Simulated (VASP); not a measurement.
Mo, 1 atom in the cell. Symmetry: Im-3m, No. 229, cubic system. The conventional cell has a = 3.168 Å, b = 3.168 Å, c = 3.168 Å, α = 90.00°, β = 90.00°, γ = 90.00°. Within 3.6 Å of Mo (site symmetry m-3m) lie 14 Mo at 2.74 to 3.17 Å. 

| Item | Value |
| --- | --- |
| Program | VASP 6.6.1 |
| Task | single point |
| Functional | PBE |
| Potentials or basis | VASP PAW PBE potentials, release 64 (Mo_sv) |
| Cutoff | 520 eV |
| k mesh | 12 × 12 × 12 |
| Occupations | gaussian, width 0.1 eV |
| Spin | no spin polarisation |
| Dipole correction | no |
| Further INCAR settings | ALGO = Fast; EDIFF = 1e-07; NBANDS = 13 |

Potentials or basis: VASP PAW PBE potentials, release 64 (Mo_sv).

Run with:

```sh
$ cat potpaw_PBE.64/Mo_sv/POTCAR > POTCAR
$ mpirun -np 1 vasp_std > vasp.out
```

Hardware: 1 thread of Intel(R) Xeon(R) Platinum 8488C (Sapphire Rapids), with other jobs on the host.

Question: How long does it take, and how much memory?

Answer: It took 8.5 s on 1 thread of Intel(R) Xeon(R) Platinum 8488C (Sapphire Rapids), with other jobs on the host, peak memory 0.13 GiB. Counts: scf iterations 15, k points 72.
